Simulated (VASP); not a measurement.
# MgS (Fmmm) in VASP: a series of runs

MgS is run at these levels: PBEsol; tasks: single point.

Everything below comes from runs of VASP 6.6.1. Logs are shortened: lines on timing, memory, paths and dates and some standing lists are left out, and cuts for length are marked.

## 1. The cell of the first run

The structure is orthorhombic, space group Fmmm (No. 69). Conventional cell: a = 4.423 Å, b = 5.203 Å, c = 5.984 Å, α = 90.00°, β = 90.00°, γ = 90.00°. Within 2.9 Å of Mg (site symmetry mmm) lie 4 S at 2.21 to 2.60 Å. S (site symmetry mmm) has 4 Mg at 2.21 to 2.60 Å within 2.9 Å.

## 2. Single point, PBEsol (strain -0.1500 x Voigt [1, -1, 0, 0, 0, 0])

INCAR

```
ALGO     = Normal         # electronic algorithm
EDIFF    = 1E-7           # SCF threshold, eV
ENCUT    = 520            # plane-wave cutoff, eV
GGA      = PS             # functional
ISIF     = 2              # what is computed and relaxed
ISMEAR   = 0              # smearing method
LASPH    = True           # aspherical terms in the spheres
LCHARG   = False          # write CHGCAR
LREAL    = False          # projectors in reciprocal space
LWAVE    = False          # write WAVECAR
NBANDS   = 11             # bands
NELM     = 100            # most SCF steps
PREC     = Accurate       # precision mode
SIGMA    = 0.05           # smearing width, eV
```

KPOINTS

```
k-points
0
Gamma
  8 8 8
```

POSCAR

```
MgS
1.0
    0.0000000000      2.9918975000      2.6016500000
    2.2114025000      0.0000000000      2.6016500000
    2.2114025000      2.9918975000      0.0000000000
Mg S
1 1
Direct
    0.0000000000      0.0000000000      0.0000000000
    0.5000000000      0.5000000000      0.5000000000
```

Potentials or basis: VASP PAW PBE potentials, release 64 (Mg, S).

Run with:

```bash
$ cat potpaw_PBE.64/Mg/POTCAR potpaw_PBE.64/S/POTCAR > POTCAR
$ mpirun -np 1 vasp_std > vasp.out
```

OUTCAR:

```text
EDIFF = 1E-7
   ENCUT = 520
   GGA = PS
   ISIF = 2
   ISMEAR = 0
   LASPH = True
   LREAL = False
   NELM = 100
   PREC = Accurate

 ion  position               nearest neighbor table
   1  0.000  0.000  0.000-   2 2.21   2 2.21   2 2.60   2 2.60   2 2.99   2 2.99
   2  0.500  0.500  0.500-   1 2.21   1 2.21   1 2.60   1 2.60   1 2.99   1 2.99

  LATTYP: Found a face centered orthorhombic cell.
 ALAT       =     4.4228050000
 B/A-ratio  =     1.1764705882
 C/A-ratio  =     1.3529411765

  Lattice vectors:

 A1 = (   0.0000000000,   2.9918975000,  -2.6016500000)
 A2 = (   2.2114025000,   2.9918975000,   0.0000000000)
 A3 = (   2.2114025000,   0.0000000000,  -2.6016500000)

Analysis of symmetry for initial positions (statically):
=====================================================================
 Subroutine PRICEL returns:
 Original cell was already a primitive cell.

 Routine SETGRP: Setting up the symmetry group for a
 face centered orthorhombic supercell.

 Subroutine GETGRP returns: Found  8 space group operations
 (whereof  8 operations were pure point group operations)
 out of a pool of  8 trial point group operations.

The static configuration has the point symmetry D_2h.

Analysis of symmetry for dynamics (positions and initial velocities):
=====================================================================
 Subroutine PRICEL returns:
 Original cell was already a primitive cell.

 Routine SETGRP: Setting up the symmetry group for a
 face centered orthorhombic supercell.

 Subroutine GETGRP returns: Found  8 space group operations
 (whereof  8 operations were pure point group operations)
 out of a pool of  8 trial point group operations.

The dynamic configuration has the point symmetry D_2h.

 Subroutine INISYM returns: Found  8 space group operations
 (whereof  8 operations are pure point group operations),
 and found     1 'primitive' translations

----------------------------------------------------------------------------------------

                                     Primitive cell

  volume of cell :      34.4265

  direct lattice vectors                    reciprocal lattice vectors
     0.000000000  2.991897500  2.601650000    -0.226100857  0.167118025  0.192185728
     2.211402500  0.000000000  2.601650000     0.226100857 -0.167118025  0.192185728
     2.211402500  2.991897500  0.000000000     0.226100857  0.167118025 -0.192185728

  length of vectors
     3.964849729  3.414510761  3.720450466     0.340566272  0.340566272  0.340566272

  position of ions in fractional coordinates (direct lattice)
     0.000000000  0.000000000  0.000000000
     0.500000000  0.500000000  0.500000000

  ion indices of the primitive-cell ions
   primitive index   ion index
                 1           1
                 2           2

----------------------------------------------------------------------------------------

 KPOINTS: k-points

Automatic generation of k-mesh.
 Grid dimensions read from file:
 generate k-points for:    8    8    8

 Generating k-lattice:

  Cartesian coordinates                     Fractional coordinates (reciprocal lattice)
    -0.028262607  0.020889753  0.024023216     0.125000000  0.000000000  0.000000000
     0.028262607 -0.020889753  0.024023216    -0.000000000  0.125000000 -0.000000000
     0.028262607  0.020889753 -0.024023216     0.000000000  0.000000000  0.125000000

  Length of vectors
     0.042570784  0.042570784  0.042570784

  Shift w.r.t. Gamma in fractional coordinates (k-lattice)
     0.000000000  0.000000000  0.000000000

 Subroutine IBZKPT returns following result:
 ===========================================

 Found     95 irreducible k-points:

 Following reciprocal coordinates:
            Coordinates               Weight
  0.000000  0.000000  0.000000      1.000000
  0.125000  0.000000 -0.000000      8.000000
  0.250000  0.000000 -0.000000      8.000000
  0.375000  0.000000  0.000000      8.000000
  0.500000  0.000000 -0.000000      4.000000
  0.125000  0.125000  0.000000      2.000000
[... 16 lines left out ...]
  0.250000  0.000000  0.125000      8.000000
  0.375000 -0.000000  0.125000      8.000000
 [... further k-points ...]
   k-points           NKPTS =     95   k-points in BZ     NKDIM =     95   number of bands    NBANDS=     11
   number of dos      NEDOS =    301   number of ions     NIONS =      2
   total plane-waves  NPLWV =  23520
   dimension x,y,z NGX =    30 NGY =   28 NGZ =   28
   dimension x,y,z NGXF=    60 NGYF=   56 NGZF=   56
   ions per type =               1   1
   NGX,Y,Z   is equivalent  to a cutoff of  12.58, 13.63, 12.51 a.u.
   NGXF,Y,Z  is equivalent  to a cutoff of  25.16, 27.27, 25.02 a.u.
 SYSTEM =  unknown system
   PREC   = accura    normal or accurate (medium, high low for compatibility)
   ISTART =      0    job   : 0-new  1-cont  2-samecut
   ICHARG =      2    charge: 1-file 2-atom 10-const
   ISPIN  =      1    spin polarized calculation?
   LNONCOLLINEAR =      F non collinear calculations
   LSORBIT =      F    spin-orbit coupling
   LASPH  =      T    aspherical Exc in radial PAW
   ENCUT  =  520.0 eV  38.22 Ry    6.18 a.u.   7.37  6.35  6.92*2*pi/ulx,y,z
   NELM   =    100;   NELMIN=  2; NELMDL= -5     # of ELM steps
   EDIFF  = 0.1E-06   stopping-criterion for ELM
   LREAL  =      F    real-space projection
   EDIFFG = 0.1E-05   stopping-criterion for IOM
   NSW    =      0    number of steps for IOM
   IBRION =     -1    ionic relax: 0-MD 1-quasi-New 2-CG
   NFREE  =      0    steps in history (QN), initial steepest desc. (CG)
   ISIF   =      2    stress and relaxation
   ISYM   =      2    0-nonsym 1-usesym 2-fastsym
   POTIM  = 0.5000    time-step for ionic-motion
   TEBEG  =    0.0;   TEEND  =   0.0 temperature during run
   PSTRESS=    0.0 pullay stress
   NELECT =       8.0000    total number of electrons
   NUPDOWN=      -1.0000    fix difference up-down
   EMIN   =  10.00;   EMAX   =-10.00  energy-range for DOS
   EFERMI =   0.00;   METHOD = LEGACY
   ISMEAR =     0;   SIGMA  =   0.05  broadening in eV -4-tet -1-fermi 0-gaus
   EFERMI_NEDOS =   21; number of points for ismear=-14 and -15
   IALGO  =     38    algorithm
   IMIX   =      4    mixing-type and parameters
     AMIX     =   0.40;   BMIX     =  1.00
     AMIX_MAG =   1.60;   BMIX_MAG =  1.00
  volume/ion in A,a.u.               =      17.21       116.16
  Fermi-wavevector in a.u.,A,eV,Ry     =   1.006484  1.901980 13.782849  1.013011
  Thomas-Fermi vector in A             =   2.139230
   LORBIT       =      0    0 simple, 1 ext, 2 COOP (PROOUT), +10 PAW based schemes
   GGA     = PS    functional components
   LHFCALC =     F    Hartree Fock is set to
   AEXX    =    0.0000 exact exchange contribution
   IVDW    =     0    specifies the selected vdW correction
   LEPSILON=     F    determine dielectric tensor
   LRPA    =     F    only Hartree local field effects (RPA)
 non-spin polarized calculation
 Gauss-broadening in eV      SIGMA  =   0.05
  energy-cutoff  :      520.00
  volume of cell :       34.43
 maximum number of plane-waves:       942
 NGX is ok and might be reduce to    30
   NGX = 15   NGY = 13   NGZ = 13

 number of electron       8.0000001 magnetization

 Free energy of the ion-electron system (eV)
  ---------------------------------------------------
  ext. energy  EPLUGINS =         0.00000000
  ---------------------------------------------------
  free energy    TOTEN  =        -8.38421192 eV

  energy without entropy =       -8.38421192  energy(sigma->0) =       -8.38421192

 E-fermi :   4.3714     XC(G=0):  -9.8372

 val. band max:        4.0796756535   @ k =   0.0000   0.0000   0.0000
 cond. band min:       6.6323410239   @ k =   0.0000   0.5000   0.5000
 fundamental gap:      2.5526653704
 Fermi energy:         4.3714137128

 k-point     1 :       0.0000    0.0000    0.0000
  band No.  band energies     occupation
      1      -9.1467      2.00000
      2       3.0479      2.00000
      3       3.8973      2.00000
      4       4.0797      2.00000
      5       7.4394      0.00000
      6      10.5349      0.00000
      7      12.0507      0.00000
      8      12.3714      0.00000
      9      13.6897      0.00000
     10      14.4183      0.00000
     11      15.5999      0.00000

 k-point     2 :       0.1250    0.0000   -0.0000
  band No.  band energies     occupation
      1      -8.9841      2.00000
      2       2.3886      2.00000
      3       3.5560      2.00000
      4       3.7782      2.00000
      5       8.1952      0.00000
      6      10.8845      0.00000
      7      11.3488      0.00000
      8      12.6489      0.00000
      9      13.2994      0.00000
     10      14.5575      0.00000
     11      15.8038      0.00000

 k-point     3 :       0.2500    0.0000   -0.0000
  band No.  band energies     occupation
      1      -8.5424      2.00000
      2       0.7453      2.00000
      3       3.1744      2.00000
      4       3.5002      2.00000
      5       8.4956      0.00000
      6      10.4286      0.00000
      7      11.7803      0.00000
      8      13.4196      0.00000
      9      14.2994      0.00000
     10      14.4313      0.00000
     11      16.9527      0.00000
[... 267 lines left out ...]
 k-point    23 :       0.2500    0.0000    0.1250
  band No.  band energies     occupation
      1      -8.7345      2.00000
      2       1.5920      2.00000
      3       2.6925      2.00000
      4       3.5644      2.00000
      5       9.3613      0.00000
      6      10.3883      0.00000
      7      10.6862      0.00000
      8      13.5972      0.00000
      9      13.7116      0.00000
     10      15.2595      0.00000
     11      18.0302      0.00000

 k-point    24 :       0.3750   -0.0000    0.1250
  band No.  band energies     occupation
      1      -8.2440      2.00000
      2       0.1643      2.00000
      3       2.2154      2.00000
      4       3.2912      2.00000
      5       9.1799      0.00000
      6       9.8500      0.00000
      7      12.4790      0.00000
      8      13.3524      0.00000
      9      15.2527      0.00000
     10      16.2195      0.00000
     11      17.8248      0.00000

 [... further k-points ...]

------------------------ aborting loop because EDIFF is reached ----------------------------------------

  FORCE on cell =-STRESS in cart. coord.  units (eV):
  Direction    XX          YY          ZZ          XY          YZ          ZX
  --------------------------------------------------------------------------------------
  -------------------------------------------------------------------------------------
  Total        9.0461951     -1.2967467      0.7426447      0.0000000      0.0000000     -0.0000000
  in kB      421.0010322    -60.3493177     34.5619565      0.0000000      0.0000000     -0.0000000
  external PRESSURE =     131.7378903 kB  Pullay stress =       0.0000000 kB

 VOLUME and BASIS-vectors are now :
 -----------------------------------------------------------------------------
  energy-cutoff  :      520.00
  volume of cell :       34.43
      direct lattice vectors                 reciprocal lattice vectors
     0.000000000  2.991897500  2.601650000    -0.226100857  0.167118025  0.192185728
     2.211402500  0.000000000  2.601650000     0.226100857 -0.167118025  0.192185728
     2.211402500  2.991897500  0.000000000     0.226100857  0.167118025 -0.192185728

 POSITION                                       TOTAL-FORCE (eV/Angst)
 -----------------------------------------------------------------------------------
      0.00000      0.00000      0.00000         0.000000     -0.000000      0.000000
      2.21140      2.99190      2.60165         0.000000      0.000000      0.000000
 -----------------------------------------------------------------------------------
    total drift:                               -0.000000     -0.000000      0.000000

  FREE ENERGIE OF THE ION-ELECTRON SYSTEM (eV)
  ---------------------------------------------------
  free  energy   TOTEN  =        -8.3842119235 eV

  energy  without entropy=       -8.3842119235  energy(sigma->0) =       -8.38421192
```

Wall time 38 s (1 thread of Intel Xeon Platinum 8259CL at 2.50GHz (Skylake/Cascade Lake), shared host); peak memory 0.18 GiB.

Results:

* Free energy: -8.3842 eV
* Pressure: 13.2 GPa
* Band gap on the k mesh: 2.55 eV, indirect (least direct gap 3.36 eV)

Stress tensor (GPa, compression positive):
```
42.10  0.00  0.00
 0.00 -6.03  0.00
 0.00  0.00  3.46
```

Caveat: the cell differs from its parent crystal (strain -0.1500 x Voigt [1, -1, 0, 0, 0, 0]); the PAW data sets were made with another functional, which shifts forces and pressure a little.

## 3. Single point, PBEsol (strain +0.1125 x Voigt [1, -1, 0, 0, 0, 0])

INCAR

```
PREC     = Accurate       # precision mode
ENCUT    = 520            # plane-wave cutoff, eV
EDIFF    = 1E-6           # SCF threshold, eV
ISMEAR   = 0              # smearing method
SIGMA    = 0.05           # smearing width, eV
LREAL    = F              # projectors in reciprocal space
LASPH    = T              # aspherical terms in the spheres
NELM     = 60             # most SCF steps
ALGO     = Normal         # electronic algorithm
ISIF     = 2              # what is computed and relaxed
LWAVE    = F              # write WAVECAR
LCHARG   = F              # write CHGCAR
GGA      = PS             # functional
NBANDS   = 11             # bands
```

KPOINTS

```
Automatic mesh
0
Gamma
  8 8 8
```

POSCAR

```
MgS
1.0
    0.0000000000      2.3089643750      2.6016500000
    2.8943356250      0.0000000000      2.6016500000
    2.8943356250      2.3089643750      0.0000000000
Mg S
1 1
Direct
    0.0000000000      0.0000000000      0.0000000000
    0.5000000000      0.5000000000      0.5000000000
```

Potentials or basis: VASP PAW PBE potentials, release 64 (Mg, S).

Run with:

```bash
$ cat potpaw_PBE.64/Mg/POTCAR potpaw_PBE.64/S/POTCAR > POTCAR
$ mpirun -np 1 vasp_std > vasp.out
```

It took 33 s on 1 thread of Intel Xeon Platinum 8259CL at 2.50GHz (Skylake/Cascade Lake), shared host; peak memory 0.18 GiB.

The run converged. Its results:

| Property | Result |
| --- | --- |
| Free energy | -8.7319 eV |
| Pressure | 6.5 GPa |
| Band gap on the k mesh | 2.41 eV, indirect (least direct gap 3.44 eV) |

Stress tensor (GPa, compression positive):
```
-6.18  0.00  0.00
 0.00 24.06  0.00
 0.00  0.00  1.48
```

Levels at points of the mesh, in eV from the valence-band top:
| k point | band 2 | band 3 | band 4 | band 5 | band 6 | band 7 |
| --- | --- | --- | --- | --- | --- | --- |
| (0.00, 0.00, 0.00) | -0.78 | -0.04 | 0.00 | 3.44 | 6.73 | 7.87 |
| (0.50, 0.00, 0.00) | -5.22 | -1.18 | -0.64 | 3.84 | 5.99 | 8.33 |
| (0.50, 0.50, 0.00) | -4.61 | -2.76 | -0.93 | 2.79 | 4.34 | 10.52 |
| (0.50, 0.00, 0.50) | -4.31 | -2.92 | -1.97 | 2.41 | 3.66 | 11.35 |
| (0.00, 0.50, 0.50) | -4.62 | -1.91 | -0.93 | 3.53 | 4.49 | 10.61 |

Caveat: the cell differs from its parent crystal (strain +0.1125 x Voigt [1, -1, 0, 0, 0, 0]); the PAW data sets were made with another functional, which shifts forces and pressure a little. A k mesh can miss the band edges.

## 4. Single point, PBEsol (strain -0.0750 x Voigt [1, -1, 0, 0, 0, 0])

Changes to INCAR since step 3:

```diff
@@ -7,3 +7,3 @@
 LASPH    = T              # aspherical terms in the spheres
-NELM     = 60             # most SCF steps
+NELM     = 80             # most SCF steps
 ALGO     = Normal         # electronic algorithm
```

KPOINTS

```
regular mesh
0
Gamma
  8 8 8
```

POSCAR

```
MgS
1.0
    0.0000000000      2.7967737500      2.6016500000
    2.4065262500      0.0000000000      2.6016500000
    2.4065262500      2.7967737500      0.0000000000
Mg S
1 1
Direct
    0.0000000000      0.0000000000      0.0000000000
    0.5000000000      0.5000000000      0.5000000000
```

Run with:

```bash
$ cat potpaw_PBE.64/Mg/POTCAR potpaw_PBE.64/S/POTCAR > POTCAR
$ mpirun -np 1 vasp_std > vasp.out
```

Run time: 28 s. Hardware: 1 thread of Intel Xeon Platinum 8259CL at 2.50GHz (Skylake/Cascade Lake), shared host; peak memory 0.18 GiB.

Results (log left out):

```yaml
Free_energy: -8.9355 eV
Pressure: 2.1 GPa
Band_gap_on_the_k_mesh: 2.32 eV, indirect (least direct gap 3.41 eV)
```

Stress tensor (GPa, compression positive):
```
11.90  0.00  0.00
 0.00 -5.65  0.00
 0.00  0.00  0.03
```

Levels at points of the mesh, in eV from the valence-band top:
| k point | band 1 | band 2 | band 3 | band 4 | band 5 | band 6 | band 7 | band 8 | band 9 |
| --- | --- | --- | --- | --- | --- | --- | --- | --- | --- |
| (0.00, 0.00, 0.00) | -12.96 | -0.60 | -0.14 | 0.00 | 3.41 | 6.97 | 7.74 | 8.53 | 9.17 |
| (0.50, 0.00, 0.00) | -11.62 | -5.16 | -1.05 | -0.68 | 4.00 | 6.13 | 7.60 | 9.97 | 11.77 |
| (0.50, 0.50, 0.00) | -11.23 | -4.54 | -2.52 | -1.26 | 2.62 | 4.16 | 11.21 | 11.57 | 12.12 |
| (0.50, 0.00, 0.50) | -11.56 | -4.57 | -1.92 | -1.26 | 3.08 | 4.32 | 10.91 | 12.37 | 12.62 |
| (0.00, 0.50, 0.50) | -10.99 | -4.38 | -2.59 | -1.95 | 2.32 | 3.77 | 11.77 | 12.35 | 12.80 |

Caveat: the cell differs from its parent crystal (strain -0.0750 x Voigt [1, -1, 0, 0, 0, 0]); the PAW data sets were made with another functional, which shifts forces and pressure a little. A k mesh can miss the band edges.

## 5. Summary

| cell | gap on the mesh (eV) | pressure (GPa) |
| --- | --- | --- |
| a = 3.965, b = 3.415, c = 3.720 Å, angles 67.4, 52.6, 60.0°, 2 atoms | 2.55 | 13.2 |
| a = 3.478, b = 3.892, c = 3.702 Å, angles 54.5, 65.5, 60.0°, 2 atoms | 2.41 | 6.5 |
| a = 3.820, b = 3.544, c = 3.690 Å, angles 63.7, 56.3, 60.0°, 2 atoms | 2.32 | 2.1 |

Alike in all rows: task single point; level PBEsol; potentials or basis VASP PAW PBE potentials, release 64 (Mg, S); no spin polarisation; k mesh 8 × 8 × 8; cutoff (eV) 520; smearing gaussian 0.05 eV.

Caveats: the PAW data sets were made with another functional, which shifts forces and pressure a little.

Total energies depend on the potentials used, so only differences within one code and one set of settings carry meaning.
